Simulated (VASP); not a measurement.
# HfO2 (Fm-3m) in VASP: a series of runs

HfO2 is run at these levels: PBE; tasks: single point, relaxation of cell and atoms.

All numbers are computed with VASP 6.6.1; they aren't measurements. Logs are shortened: lines on timing, memory, paths and dates and some standing lists are left out, and cuts for length are marked.

## Step 1: The cell of the first run

It takes space group Fm-3m (No. 225, cubic). The conventional cell has a = 5.098 Å, b = 5.098 Å, c = 5.098 Å, α = 90.00°, β = 90.00°, γ = 90.00°. Hf (site symmetry m-3m) has 8 O at 2.21 Å within 2.9 Å. Within 2.9 Å of O (site symmetry -43m) lie 4 Hf at 2.21 Å and 6 O at 2.55 Å.

## Step 2: Single point, PBE

File INCAR:

```
PREC = Accurate ; ENCUT = 520
EDIFF = 1E-6 ; ISMEAR = 0
SIGMA = 0.05 ; LREAL = F
LASPH = T ; NELM = 100
ALGO = Normal ; ISIF = 2
LWAVE = F ; LCHARG = F
GGA = PE ; NBANDS = 18
```

File KPOINTS:

```
regular mesh
0
Gamma
  8 8 8
```

File POSCAR:

```
HfO2
1.0
    0.0000000000      2.5488057608      2.5488057608
    2.5488057608      0.0000000000      2.5488057608
    2.5488057608      2.5488057608      0.0000000000
Hf O
1 2
Direct
    0.0000000000      0.0000000000      0.0000000000
    0.2500000000      0.2500000000      0.2500000000
    0.7500000000      0.7500000000      0.7500000000
```

Potentials or basis: VASP PAW PBE potentials, release 64 (Hf_pv, O).

Started as:

```
$ cat potpaw_PBE.64/Hf_pv/POTCAR potpaw_PBE.64/O/POTCAR > POTCAR
$ mpirun -np 1 vasp_std > vasp.out
```

OUTCAR:

```text
PREC = Accurate
   ENCUT = 520
   EDIFF = 1E-6
   ISMEAR = 0
   LREAL = F
   LASPH = T
   NELM = 100
   ISIF = 2
   GGA = PE

 ion  position               nearest neighbor table
   1  0.000  0.000  0.000-   3 2.21   3 2.21   3 2.21   2 2.21   2 2.21   2 2.21   3 2.21   2 2.21

   2  0.250  0.250  0.250-   1 2.21   1 2.21   1 2.21   1 2.21
   3  0.750  0.750  0.750-   1 2.21   1 2.21   1 2.21   1 2.21

  LATTYP: Found a face centered cubic cell.
 ALAT       =     5.0976115216

  Lattice vectors:

 A1 = (   0.0000000000,   2.5488057608,   2.5488057608)
 A2 = (   2.5488057608,   0.0000000000,   2.5488057608)
 A3 = (   2.5488057608,   2.5488057608,   0.0000000000)

Analysis of symmetry for initial positions (statically):
=====================================================================
 Subroutine PRICEL returns:
 Original cell was already a primitive cell.

 Routine SETGRP: Setting up the symmetry group for a
 face centered cubic supercell.

 Subroutine GETGRP returns: Found 48 space group operations
 (whereof 48 operations were pure point group operations)
 out of a pool of 48 trial point group operations.

The static configuration has the point symmetry O_h .

Analysis of symmetry for dynamics (positions and initial velocities):
=====================================================================
 Subroutine PRICEL returns:
 Original cell was already a primitive cell.

 Routine SETGRP: Setting up the symmetry group for a
 face centered cubic supercell.

 Subroutine GETGRP returns: Found 48 space group operations
 (whereof 48 operations were pure point group operations)
 out of a pool of 48 trial point group operations.

The dynamic configuration has the point symmetry O_h .

 Subroutine INISYM returns: Found 48 space group operations
 (whereof 48 operations are pure point group operations),
 and found     1 'primitive' translations

----------------------------------------------------------------------------------------

                                     Primitive cell

  volume of cell :      33.1162

  direct lattice vectors                    reciprocal lattice vectors
     0.000000000  2.548805761  2.548805761    -0.196170304  0.196170304  0.196170304
     2.548805761  0.000000000  2.548805761     0.196170304 -0.196170304  0.196170304
     2.548805761  2.548805761  0.000000000     0.196170304  0.196170304 -0.196170304

  length of vectors
     3.604555675  3.604555675  3.604555675     0.339776933  0.339776933  0.339776933

  position of ions in fractional coordinates (direct lattice)
     0.000000000  0.000000000  0.000000000
     0.250000000  0.250000000  0.250000000
     0.750000000  0.750000000  0.750000000

  ion indices of the primitive-cell ions
   primitive index   ion index
                 1           1
                 2           2
                 3           3

----------------------------------------------------------------------------------------

 KPOINTS: regular mesh

Automatic generation of k-mesh.
 Grid dimensions read from file:
 generate k-points for:    8    8    8

 Generating k-lattice:

  Cartesian coordinates                     Fractional coordinates (reciprocal lattice)
    -0.024521288  0.024521288  0.024521288     0.125000000  0.000000000  0.000000000
     0.024521288 -0.024521288  0.024521288     0.000000000  0.125000000  0.000000000
     0.024521288  0.024521288 -0.024521288     0.000000000  0.000000000  0.125000000

  Length of vectors
     0.042472117  0.042472117  0.042472117

  Shift w.r.t. Gamma in fractional coordinates (k-lattice)
     0.000000000  0.000000000  0.000000000

 Subroutine IBZKPT returns following result:
 ===========================================

 Found     29 irreducible k-points:

 Following reciprocal coordinates:
            Coordinates               Weight
  0.000000  0.000000  0.000000      1.000000
  0.125000  0.000000  0.000000      8.000000
  0.250000  0.000000  0.000000      8.000000
  0.375000  0.000000  0.000000      8.000000
  0.500000  0.000000  0.000000      4.000000
  0.125000  0.125000  0.000000      6.000000
[... 16 lines left out ...]
  0.500000  0.250000  0.125000     48.000000
 -0.375000  0.250000  0.125000     24.000000
 [... further k-points ...]
   k-points           NKPTS =     29   k-points in BZ     NKDIM =     29   number of bands    NBANDS=     18
   number of dos      NEDOS =    301   number of ions     NIONS =      3
   total plane-waves  NPLWV =  21952
   dimension x,y,z NGX =    28 NGY =   28 NGZ =   28
   dimension x,y,z NGXF=    56 NGYF=   56 NGZF=   56
   ions per type =               1   2
   NGX,Y,Z   is equivalent  to a cutoff of  12.91, 12.91, 12.91 a.u.
   NGXF,Y,Z  is equivalent  to a cutoff of  25.83, 25.83, 25.83 a.u.
 SYSTEM =  unknown system
   PREC   = accura    normal or accurate (medium, high low for compatibility)
   ISTART =      0    job   : 0-new  1-cont  2-samecut
   ICHARG =      2    charge: 1-file 2-atom 10-const
   ISPIN  =      1    spin polarized calculation?
   LNONCOLLINEAR =      F non collinear calculations
   LSORBIT =      F    spin-orbit coupling
   LASPH  =      T    aspherical Exc in radial PAW
   ENCUT  =  520.0 eV  38.22 Ry    6.18 a.u.   6.70  6.70  6.70*2*pi/ulx,y,z
   NELM   =    100;   NELMIN=  2; NELMDL= -5     # of ELM steps
   EDIFF  = 0.1E-05   stopping-criterion for ELM
   LREAL  =      F    real-space projection
[... 7 lines left out ...]
   TEBEG  =    0.0;   TEEND  =   0.0 temperature during run
   PSTRESS=    0.0 pullay stress
   NELECT =      22.0000    total number of electrons
   NUPDOWN=      -1.0000    fix difference up-down
   EMIN   =  10.00;   EMAX   =-10.00  energy-range for DOS
   EFERMI =   0.00;   METHOD = LEGACY
   ISMEAR =     0;   SIGMA  =   0.05  broadening in eV -4-tet -1-fermi 0-gaus
   EFERMI_NEDOS =   21; number of points for ismear=-14 and -15
   IALGO  =     38    algorithm
   IMIX   =      4    mixing-type and parameters
     AMIX     =   0.40;   BMIX     =  1.00
     AMIX_MAG =   1.60;   BMIX_MAG =  1.00
  volume/ion in A,a.u.               =      11.04        74.49
  Fermi-wavevector in a.u.,A,eV,Ry     =   1.428463  2.699404 27.762776  2.040506
  Thomas-Fermi vector in A             =   2.548522
   LORBIT       =      0    0 simple, 1 ext, 2 COOP (PROOUT), +10 PAW based schemes
   GGA     = PE    functional components
   LHFCALC =     F    Hartree Fock is set to
   AEXX    =    0.0000 exact exchange contribution
   IVDW    =     0    specifies the selected vdW correction
   LEPSILON=     F    determine dielectric tensor
   LRPA    =     F    only Hartree local field effects (RPA)
 non-spin polarized calculation
 Gauss-broadening in eV      SIGMA  =   0.05
  energy-cutoff  :      520.00
  volume of cell :       33.12
 maximum number of plane-waves:       911
   NGX = 13   NGY = 13   NGZ = 13

 number of electron      21.9999992 magnetization

 Free energy of the ion-electron system (eV)
  ---------------------------------------------------
  ext. energy  EPLUGINS =         0.00000000
  ---------------------------------------------------
  free energy    TOTEN  =       -30.24335914 eV

  energy without entropy =      -30.24335914  energy(sigma->0) =      -30.24335914

 E-fermi :   4.3942     XC(G=0): -11.7517

 val. band max:        4.1404622958   @ k =   0.5000   0.5000   0.0000
 cond. band min:       7.8977534159   @ k =   0.5000   0.5000   0.0000
 fundamental gap:      3.7572911201
 Fermi energy:         4.3941502585

 k-point     1 :       0.0000    0.0000    0.0000
  band No.  band energies     occupation
      1     -25.6225      2.00000
      2     -25.6225      2.00000
      3     -25.6225      2.00000
      4     -14.4908      2.00000
      5     -11.5385      2.00000
      6      -1.1027      2.00000
[... 10 lines left out ...]
     17      14.3582      0.00000
     18      17.5353      0.00000

 k-point     2 :       0.1250    0.0000    0.0000
  band No.  band energies     occupation
      1     -25.6846      2.00000
      2     -25.6293      2.00000
      3     -25.6293      2.00000
      4     -14.2910      2.00000
      5     -11.7018      2.00000
      6      -0.9554      2.00000
[... 10 lines left out ...]
     17      14.1025      0.00000
     18      17.4997      0.00000

 k-point     3 :       0.2500    0.0000    0.0000
  band No.  band energies     occupation
      1     -25.8293      2.00000
      2     -25.6457      2.00000
      3     -25.6457      2.00000
      4     -13.8151      2.00000
      5     -12.0346      2.00000
      6      -0.5901      2.00000
[... 10 lines left out ...]
     17      13.6410      0.00000
     18      16.6397      0.00000

 k-point     4 :       0.3750    0.0000    0.0000
  band No.  band energies     occupation
      1     -25.9670      2.00000
      2     -25.6620      2.00000
      3     -25.6620      2.00000
      4     -13.3978      2.00000
      5     -12.2379      2.00000
      6      -0.2245      2.00000
[... 10 lines left out ...]
     17      13.5753      0.00000
     18      16.1274      0.00000

 k-point     5 :       0.5000    0.0000    0.0000
  band No.  band energies     occupation
      1     -26.0222      2.00000
      2     -25.6687      2.00000
      3     -25.6687      2.00000
      4     -13.2811      2.00000
      5     -12.2454      2.00000
      6      -0.0816      2.00000
[... 10 lines left out ...]
     17      13.3463      0.00000
     18      16.4515      0.00000

 k-point     6 :       0.1250    0.1250    0.0000
  band No.  band energies     occupation
      1     -25.6897      2.00000
      2     -25.6393      2.00000
      3     -25.6393      2.00000
      4     -14.2207      2.00000
      5     -11.7564      2.00000
      6      -0.9378      2.00000
[... 307 lines left out ...]
 k-point    21 :       0.5000    0.5000    0.0000
  band No.  band energies     occupation
      1     -26.0453      2.00000
      2     -25.7367      2.00000
      3     -25.7367      2.00000
      4     -12.7790      2.00000
      5     -12.4175      2.00000
      6      -2.2226      2.00000
[... 10 lines left out ...]
     17      17.1727      0.00000
     18      17.4569      0.00000

 k-point    22 :       0.3750    0.2500    0.1250
  band No.  band energies     occupation
      1     -25.8732      2.00000
      2     -25.7117      2.00000
      3     -25.6666      2.00000
      4     -13.4095      2.00000
      5     -12.2810      2.00000
      6      -0.5983      2.00000
[... 10 lines left out ...]
     17      13.8377      0.00000
     18      17.1710      0.00000

 k-point    23 :       0.5000    0.2500    0.1250
  band No.  band energies     occupation
      1     -25.9409      2.00000
      2     -25.7628      2.00000
      3     -25.6851      2.00000
      4     -13.0326      2.00000
      5     -12.4388      2.00000
      6      -0.6023      2.00000
[... 10 lines left out ...]
     17      14.7794      0.00000
     18      16.9981      0.00000

 k-point    24 :      -0.3750    0.2500    0.1250
  band No.  band energies     occupation
      1     -25.9675      2.00000
      2     -25.7832      2.00000
      3     -25.6943      2.00000
      4     -12.9427      2.00000
      5     -12.4221      2.00000
      6      -0.6063      2.00000
[... 10 lines left out ...]
     17      15.0267      0.00000
     18      16.9701      0.00000

 [... further k-points ...]
[... 5 lines left out ...]
  --------------------------------------------------------------------------------------
  -------------------------------------------------------------------------------------
  Total       -0.7495566     -0.7495566     -0.7495566      0.0000000      0.0000000      0.0000000
  in kB      -36.2639249    -36.2639249    -36.2639249      0.0000000      0.0000000      0.0000000
  external PRESSURE =     -36.2639249 kB  Pullay stress =       0.0000000 kB

 VOLUME and BASIS-vectors are now :
 -----------------------------------------------------------------------------
  energy-cutoff  :      520.00
  volume of cell :       33.12
      direct lattice vectors                 reciprocal lattice vectors
     0.000000000  2.548805761  2.548805761    -0.196170304  0.196170304  0.196170304
     2.548805761  0.000000000  2.548805761     0.196170304 -0.196170304  0.196170304
     2.548805761  2.548805761  0.000000000     0.196170304  0.196170304 -0.196170304

 POSITION                                       TOTAL-FORCE (eV/Angst)
 -----------------------------------------------------------------------------------
      0.00000      0.00000      0.00000        -0.000000      0.000000     -0.000000
      1.27440      1.27440      1.27440        -0.000000     -0.000000      0.000000
      3.82321      3.82321      3.82321         0.000000      0.000000     -0.000000
 -----------------------------------------------------------------------------------
    total drift:                                0.000000      0.000000      0.000000

  FREE ENERGIE OF THE ION-ELECTRON SYSTEM (eV)
  ---------------------------------------------------
  free  energy   TOTEN  =       -30.2433591421 eV

  energy  without entropy=      -30.2433591421  energy(sigma->0) =      -30.24335914
```

Wall time 12 s (1 thread of Intel Xeon Platinum 8488C (Sapphire Rapids), shared host); peak memory 0.16 GiB.

What came out:

```
Free energy            : -30.2434 eV
Pressure               : -3.6 GPa
Band gap on the k mesh : 3.76 eV, direct
```

Caveat: spin-orbit coupling is left out, which moves the levels of the heavy elements.

## Step 3: Single point, PBE

This run uses another cell than the first one: it holds 6 atoms, not 3.

File INCAR:

```
PREC = Accurate ; ENCUT = 520
EDIFF = 1E-7 ; ISMEAR = 0
SIGMA = 0.05 ; LREAL = False
LASPH = True ; NELM = 100
ALGO = Normal ; ISIF = 2
LWAVE = False ; LCHARG = True
GGA = PE ; LELF = True
LVHAR = True ; NBANDS = 31
```

File KPOINTS:

```
regular mesh
0
Gamma
  6 6 4
```

File POSCAR:

```
HfO2
1.0
    0.0000000000     -2.5488057608     -2.5488057608
    0.0000000000      2.5488057608     -2.5488057608
    5.0976115216      0.0000000000      0.0000000000
Hf O
2 4
Direct
    0.0000000000      0.0000000000      0.0000000000
    0.5000000000      0.5000000000      0.5000000000
    0.0000000000      0.5000000000      0.7500000000
    0.5000000000      0.0000000000      0.2500000000
    0.0000000000      0.5000000000      0.2500000000
    0.5000000000      0.0000000000      0.7500000000
```

Potentials or basis: VASP PAW PBE potentials, release 64 (Hf_pv, O).

Started as:

```
$ cat potpaw_PBE.64/Hf_pv/POTCAR potpaw_PBE.64/O/POTCAR > POTCAR
$ mpirun -np 1 vasp_std > vasp.out
```

It took 47 s on 1 thread of Intel Xeon Platinum 8488C (Sapphire Rapids), shared host; peak memory 0.2 GiB.

It converged, with:

```yaml
Free_energy: -60.4863 eV
Pressure: -3.6 GPa
Band_gap_on_the_k_mesh: 3.76 eV
```

Levels at points of the mesh, in eV from the valence-band top:
| k point | band 18 | band 19 | band 20 | band 21 | band 22 | band 23 | band 24 | band 25 | band 26 | band 27 |
| --- | --- | --- | --- | --- | --- | --- | --- | --- | --- | --- |
| (0.00, 0.00, 0.00) | -1.50 | -0.60 | -0.60 | -0.60 | 0.00 | 3.76 | 3.84 | 3.84 | 5.42 | 5.71 |
| (0.50, 0.00, 0.00) | -2.74 | -2.06 | -2.06 | -0.70 | -0.70 | 4.28 | 4.28 | 5.18 | 5.18 | 7.20 |
| (0.50, 0.50, 0.00) | -1.50 | -1.50 | -1.50 | 0.00 | 0.00 | 3.76 | 3.76 | 5.42 | 5.42 | 6.49 |
| (0.00, 0.00, 0.50) | -3.01 | -0.67 | -0.67 | -0.67 | -0.67 | 4.43 | 4.43 | 4.54 | 4.54 | 8.12 |
| (0.50, 0.00, 0.50) | -2.69 | -1.81 | -1.81 | -1.81 | -1.81 | 4.55 | 4.55 | 4.55 | 4.55 | 6.83 |
| (0.50, 0.50, 0.50) | -2.52 | -1.36 | -1.36 | -0.20 | -0.20 | 4.76 | 4.76 | 5.08 | 5.08 | 6.94 |

Caveat: spin-orbit coupling is left out, which moves the levels of the heavy elements. A k mesh can miss the band edges.

## Step 4: Single point, PBE

This run uses another cell than the first one, of 10.42 Å³/atom, 0.944 times its volume.

File INCAR:

```
ALGO = Normal
EDIFF = 1E-6
ENCUT = 520
GGA = PE
ISIF = 2
ISMEAR = 0
LASPH = True
LCHARG = False
LREAL = False
LWAVE = False
NBANDS = 18
NELM = 60
PREC = Accurate
SIGMA = 0.01
```

File KPOINTS:

```
k-points
0
Gamma
  8 8 8
```

File POSCAR:

```
HfO2
1.0
    0.0000000000      2.5002956621      2.5002956621
    2.5002956621      0.0000000000      2.5002956621
    2.5002956621      2.5002956621      0.0000000000
Hf O
1 2
Direct
    0.0000000000      0.0000000000      0.0000000000
    0.2500000000      0.2500000000      0.2500000000
    0.7500000000      0.7500000000      0.7500000000
```

Started as:

```
$ cat potpaw_PBE.64/Hf_pv/POTCAR potpaw_PBE.64/O/POTCAR > POTCAR
$ mpirun -np 1 vasp_std > vasp.out
```

Run time: 9.6 s. Hardware: 1 thread of AMD EPYC 9R45 (Zen 5), shared host; peak memory 0.13 GiB.

The run converged. Its results:

| Item | Value |
| --- | --- |
| Free energy | -30.1977 eV |
| Pressure | 11.8 GPa |
| Band gap on the k mesh | 3.91 eV, direct |

Levels at points of the mesh, in eV from the valence-band top:
```
           k point  band 7  band 8  band 9  band 10  band 11  band 12  band 13  band 14  band 15  band 16
(0.00, 0.00, 0.00)   -5.60   -5.60   -0.63    -0.63    -0.63     3.98     3.98     6.17    10.95    10.95
(0.50, 0.00, 0.00)   -4.53   -3.10   -2.82    -1.88    -1.88     4.76     4.76     7.38     9.20     9.84
(0.50, 0.50, 0.00)   -3.56   -3.56   -1.60    -1.60     0.00     3.91     5.73     7.02     8.53     8.53
```

Caveat: spin-orbit coupling is left out, which moves the levels of the heavy elements. As with any semilocal functional, this PBE gap is likely too small.

## Step 5: Relaxation of cell and atoms, PBE, target pressure 16 GPa, at which the enthalpy is minimised

File INCAR:

```
PREC     = Accurate       # precision mode
ENCUT    = 600            # plane-wave cutoff, eV
EDIFF    = 1E-6           # SCF threshold, eV
ISMEAR   = 0              # smearing method
SIGMA    = 0.01           # smearing width, eV
LREAL    = F              # projectors in reciprocal space
LASPH    = T              # aspherical terms in the spheres
NELM     = 60             # most SCF steps
ALGO     = Normal         # electronic algorithm
ISIF     = 3              # what is computed and relaxed
LWAVE    = F              # write WAVECAR
LCHARG   = F              # write CHGCAR
GGA      = PE             # functional
IBRION   = 2              # ionic algorithm
NSW      = 80             # ionic steps
EDIFFG   = -0.001         # ionic threshold
PSTRESS  = 160.0
```

File KPOINTS:

```
Automatic mesh
0
Gamma
  8 8 8
```

File POSCAR:

```
HfO2
1.0
    0.0000000000      2.5488057613      2.5488057613
    2.5488057613      0.0000000000      2.5488057613
    2.5488057613      2.5488057613      0.0000000000
Hf O
1 2
Direct
    0.0000000000      0.0000000000      0.0000000000
    0.2500000000      0.2500000000      0.2500000000
    0.7500000000      0.7500000000      0.7500000000
```

Started as:

```
$ cat potpaw_PBE.64/Hf_pv/POTCAR potpaw_PBE.64/O/POTCAR > POTCAR
$ mpirun -np 1 vasp_std > vasp.out
```

It took 48 s on 1 thread of AMD EPYC 9R45 (Zen 5), shared host; peak memory 0.15 GiB.

Results (log left out):

- Free energy: -30.1704 eV
- Relaxed volume: 10.27 Å³/atom
- Relaxed cell: a = 3.519 Å, b = 3.519 Å, c = 3.519 Å, α = 60.00°, β = 60.00°, γ = 60.00°
- Space group after relaxing (to 0.05 Å): Fm-3m (No. 225)
- Energy change on relaxing (the enthalpy is what falls): +26.1 meV/atom
- Ionic steps: 7
- Pressure after relaxing: 16.0 GPa
- Band gap on the k mesh: 3.95 eV, direct

The path:
| step | energy change (eV) | largest force (eV/Å) | pressure (GPa) | volume (Å³) |
| --- | --- | --- | --- | --- |
| 1 | 0.0000 | 0.0000 | -3.87 | 33.12 |
| 2 | 1.0535 | 0.0000 | 71.48 | 26.98 |
| 3 | 0.0692 | 0.0000 | 15.08 | 30.90 |
| 4 | 0.0765 | 0.0000 | 15.83 | 30.83 |
| 5 | 0.0810 | 0.0000 | 16.29 | 30.78 |
| 6 | 0.0740 | 0.0000 | 15.55 | 30.85 |
| 7 | 0.0782 | 0.0000 | 16.00 | 30.81 |

Final structure:
```yaml
crystal:
  lattice:
    - [0.00000, 2.48820, 2.48820]
    - [2.48820, 0.00000, 2.48820]
    - [2.48820, 2.48820, 0.00000]
  atoms:
    - { symbol: Hf, position: [0.00000, 0.00000, 0.00000] }
    - { symbol: O, position: [0.25000, 0.25000, 0.25000] }
    - { symbol: O, position: [0.75000, 0.75000, 0.75000] }
```

Levels at points of the mesh, in eV from the valence-band top:
```tsv
k point	band 7	band 8	band 9	band 10	band 11	band 12	band 13	band 14	band 15
(0.00, 0.00, 0.00)	-5.70	-5.70	-0.63	-0.63	-0.63	4.02	4.02	6.29	11.15
(0.50, 0.00, 0.00)	-4.60	-3.13	-2.85	-1.89	-1.89	4.82	4.82	7.53	9.25
(0.50, 0.50, 0.00)	-3.59	-3.59	-1.62	-1.62	0.00	3.95	5.81	7.17	8.67
```

Caveat: the cell is relaxed towards a set pressure, so the enthalpy falls and the energy may rise; spin-orbit coupling is left out, which moves the levels of the heavy elements. A k mesh can miss the band edges.

(Continued in part 2 of 2.)
